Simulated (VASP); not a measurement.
A run of VASP 6.6.1 is set up as follows.

INCAR

```
SYSTEM = Zr
ALGO = Normal
DIPOL = 0.5 0.5 0.500
EDIFF = 1E-6
ENCUT = 520
GGA = PS
IDIPOL = 3
ISIF = 2
ISMEAR = -1
LASPH = .TRUE.
LCHARG = .FALSE.
LDIPOL = .TRUE.
LREAL = .FALSE.
LWAVE = .FALSE.
NBANDS = 12
NELM = 60
PREC = Accurate
SIGMA = 0.05
```

Contents of KPOINTS:

```
k-points
0
G
  5 10 1
  0 0 0
```

The input POSCAR:

```
Zr
1.0
    7.8707169724      0.0000000000      0.0000000000
    0.0000000000      3.5198916364      0.0000000000
    0.0000000000      0.0000000000     16.0000000000
Zr
1
Direct
    0.0000000000      0.0000000000      0.5000000000
```

Potentials or basis: VASP PAW PBE potentials, release 64 (Zr_sv).

Launch:

```bash
$ cat potpaw_PBE.64/Zr_sv/POTCAR > POTCAR
$ mpirun -np 1 vasp_std > vasp.out
```

Question: Estimate the band gap on the k mesh.

Answer: Zero (bands 6 and 7 overlap by 0.16 eV).
